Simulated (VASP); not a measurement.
# Ag (P6_3/mmc) in VASP: a series of runs, part 2 of 2

VASP 6.6.1. The steps go on from the part before.

**4. Single point, r2SCAN**

This run uses another cell than the first one, of 17.35 Å³/atom, 0.926 times its volume.

POSCAR

```
Ag
1.0
    2.9152311666      0.0000000000      0.0000000000
   -1.4576155833      2.5246642482      0.0000000000
    0.0000000000      0.0000000000      4.7145543034
Ag
2
Direct
    0.3333333333      0.6666666667      0.2500000000
    0.6666666667      0.3333333333      0.7500000000
```

INCAR.step1

```
SYSTEM = Ag
PREC = Accurate
ENCUT = 520
ISMEAR = -1
SIGMA = 0.1
LREAL = .False.
LASPH = .True.
NELM = 80
NBANDS = 18
GGA = PE
ALGO = Normal
EDIFF = 1E-4
LWAVE = .True.
LCHARG = .False.
```

INCAR.step2

```
SYSTEM = Ag
PREC = Accurate
ENCUT = 520
EDIFF = 1E-6
ISMEAR = -1
SIGMA = 0.1
LREAL = .False.
LASPH = .True.
NELM = 80
ALGO = Normal
ISIF = 2
LWAVE = .False.
LCHARG = .False.
METAGGA = R2SCAN
LMIXTAU = .True.
NBANDS = 18
ISTART = 1
```

KPOINTS

```
Automatic mesh
0
Gamma
  20 20 11
  0 0 0
```

Potentials or basis: VASP PAW PBE potentials, release 64 (Ag).

Run with:

```sh
$ cat potpaw_PBE.64/Ag/POTCAR > POTCAR
$ cp INCAR.step1 INCAR
$ mpirun -np 1 vasp_std > vasp.out
$ cp INCAR.step2 INCAR
$ mpirun -np 1 vasp_std > vasp.out
```

OUTCAR:

```text
SYSTEM = Ag
   PREC = Accurate
   ENCUT = 520
   EDIFF = 1E-6
   ISMEAR = -1
   LREAL = .False.
   LASPH = .True.
   NELM = 80
   ISIF = 2
   METAGGA = R2SCAN
   ISTART = 1

 ion  position               nearest neighbor table
   1  0.333  0.667  0.250-   2 2.90   2 2.90   2 2.90   2 2.90   2 2.90   2 2.90
   2  0.667  0.333  0.750-   1 2.90   1 2.90   1 2.90   1 2.90   1 2.90   1 2.90

  LATTYP: Found a hexagonal cell.
 ALAT       =     2.9152311666
 C/A-ratio  =     1.6172145651

  Lattice vectors:

 A1 = (   2.9152311666,   0.0000000000,   0.0000000000)
 A2 = (  -1.4576155833,   2.5246642482,   0.0000000000)
 A3 = (   0.0000000000,   0.0000000000,   4.7145543034)

Analysis of symmetry for initial positions (statically):
=====================================================================
 Subroutine PRICEL returns:
 Original cell was already a primitive cell.

 Routine SETGRP: Setting up the symmetry group for a
 hexagonal supercell.

 Subroutine GETGRP returns: Found 24 space group operations
 (whereof 12 operations were pure point group operations)
 out of a pool of 24 trial point group operations.

The static configuration has the point symmetry D_3d.
 The point group associated with its full space group is D_6h.

Analysis of symmetry for dynamics (positions and initial velocities):
=====================================================================
 Subroutine PRICEL returns:
 Original cell was already a primitive cell.

 Routine SETGRP: Setting up the symmetry group for a
 hexagonal supercell.

 Subroutine GETGRP returns: Found 24 space group operations
 (whereof 12 operations were pure point group operations)
 out of a pool of 24 trial point group operations.

The dynamic configuration has the point symmetry D_3d.
 The point group associated with its full space group is D_6h.

[... 105 lines left out ...]
   ISYM   =      2    0-nonsym 1-usesym 2-fastsym
   POTIM  = 0.5000    time-step for ionic-motion
   TEBEG  =    0.0;   TEEND  =   0.0 temperature during run
   PSTRESS=    0.0 pullay stress
   NELECT =      22.0000    total number of electrons
   NUPDOWN=      -1.0000    fix difference up-down
   EMIN   =  10.00;   EMAX   =-10.00  energy-range for DOS
   EFERMI =   0.00;   METHOD = LEGACY
   ISMEAR =    -1;   SIGMA  =   0.10  broadening in eV -4-tet -1-fermi 0-gaus
   EFERMI_NEDOS =   21; number of points for ismear=-14 and -15
   IALGO  =     38    algorithm
   IMIX   =      4    mixing-type and parameters
     AMIX     =   0.40;   BMIX     =  1.00
     AMIX_MAG =   1.60;   BMIX_MAG =  1.00
  volume/ion in A,a.u.               =      17.35       117.08
  Fermi-wavevector in a.u.,A,eV,Ry     =   1.406404  2.657717 26.911930  1.977971
  Thomas-Fermi vector in A             =   2.528767
   LORBIT       =      0    0 simple, 1 ext, 2 COOP (PROOUT), +10 PAW based schemes
   METAGGA = R2SCAN    functional components
   LHFCALC =     F    Hartree Fock is set to
   AEXX    =    0.0000 exact exchange contribution
   IVDW    =     0    specifies the selected vdW correction
   LEPSILON=     F    determine dielectric tensor
   LRPA    =     F    only Hartree local field effects (RPA)
 non-spin polarized calculation
  energy-cutoff  :      520.00
  volume of cell :       34.70
 maximum number of plane-waves:       966
 NGX is ok and might be reduce to    24
   NGX = 11   NGY = 11   NGZ = 17

 number of electron      22.0000010 magnetization

 Free energy of the ion-electron system (eV)
  ---------------------------------------------------
  ext. energy  EPLUGINS =         0.00000000
  ---------------------------------------------------
  free energy    TOTEN  =       -42.71571372 eV

  energy without entropy =      -42.70020657  energy(sigma->0) =      -42.70796014

 E-fermi :   8.2228     XC(G=0): -12.8452

 val. band max:        8.2205335968   @ k =   0.4000  -0.0000   0.4545
 cond. band min:       8.2271567660   @ k =   0.1500   0.1500   0.2727
 fundamental gap:      0.0066231692
 Fermi energy:         8.2228033671

 k-point     1 :       0.0000    0.0000    0.0000
  band No.  band energies     occupation
      1       0.3677      2.00000
      2       1.5791      2.00000
      3       3.1538      2.00000
      4       3.2049      2.00000
      5       3.2049      2.00000
      6       3.4490      2.00000
[... 481 lines left out ...]
      5       3.1760      2.00000
      6       3.4062      2.00000
[... 10 lines left out ...]
     17      23.3277      0.00000
     18      25.0674      0.00000

 [... further k-points ...]
[... 5 lines left out ...]
  --------------------------------------------------------------------------------------
  -------------------------------------------------------------------------------------
  Total       -0.1082542     -0.1082542      0.2058338     -0.0000000     -0.0000000      0.0000000
  in kB       -4.9984824     -4.9984824      9.5040780     -0.0000000     -0.0000000      0.0000000
  external PRESSURE =      -0.1642956 kB  Pullay stress =       0.0000000 kB

 VOLUME and BASIS-vectors are now :
 -----------------------------------------------------------------------------
  energy-cutoff  :      520.00
  volume of cell :       34.70
      direct lattice vectors                 reciprocal lattice vectors
     2.915231167  0.000000000  0.000000000     0.343025970  0.198046136  0.000000000
    -1.457615583  2.524664248  0.000000000     0.000000000  0.396092273  0.000000000
     0.000000000  0.000000000  4.714554303     0.000000000  0.000000000  0.212109128

 POSITION                                       TOTAL-FORCE (eV/Angst)
 -----------------------------------------------------------------------------------
     -0.00000      1.68311      1.17864         0.000000     -0.000000      0.000000
      1.45762      0.84155      3.53592        -0.000000      0.000000      0.000000
 -----------------------------------------------------------------------------------
    total drift:                               -0.000000      0.000000     -0.000000

  FREE ENERGIE OF THE ION-ELECTRON SYSTEM (eV)
  ---------------------------------------------------
  free  energy   TOTEN  =       -42.7157137208 eV

  energy  without entropy=      -42.7002065682  energy(sigma->0) =      -42.70796014
```

Run time: 5 min. Hardware: 1 thread of Intel Xeon 6975P-C, shared host; peak memory 0.27 GiB.

Results:

| Property | Result |
| --- | --- |
| Free energy | -42.7157 eV |
| Pressure | 0.0 GPa |
| Band gap on the k mesh | zero (band 11 reaches 12.03 eV, above the bottom of band 12 at 4.54 eV) |

Levels at points of the mesh, in eV from the Fermi level:
```
           k point  band 9  band 10  band 11  band 12  band 13  band 14
(0.00, 0.00, 0.00)   -4.47    -3.43    -3.43    -0.24     3.71    16.13
(0.50, 0.00, 0.00)   -3.23    -3.18     0.07     1.47     7.15     7.38
```

Caveat: the PAW data sets were made with another functional, which shifts forces and pressure a little.

**5. The runs side by side**

| cell | k mesh | gap on the mesh (eV) | pressure (GPa) |
| --- | --- | --- | --- |
| a = 2.991, b = 2.991, c = 4.837 Å, angles 90.0, 90.0, 120.0°, 2 atoms | 14 × 14 × 8 | none | -6.3 |
| a = 3.027, b = 3.027, c = 4.896 Å, angles 90.0, 90.0, 120.0°, 2 atoms | 14 × 14 × 8 | none | -8.4 |
| a = 2.915, b = 2.915, c = 4.715 Å, angles 90.0, 90.0, 120.0°, 2 atoms | 20 × 20 × 11 | none | 0.0 |

Alike in all rows: task single point; level r2SCAN; potentials or basis VASP PAW PBE potentials, release 64 (Ag); no spin polarisation; cutoff (eV) 520; smearing fermi-dirac 0.1 eV.

Caveats: the PAW data sets were made with another functional, which shifts forces and pressure a little.

Absolute energies hang on the potentials; compare differences alone.
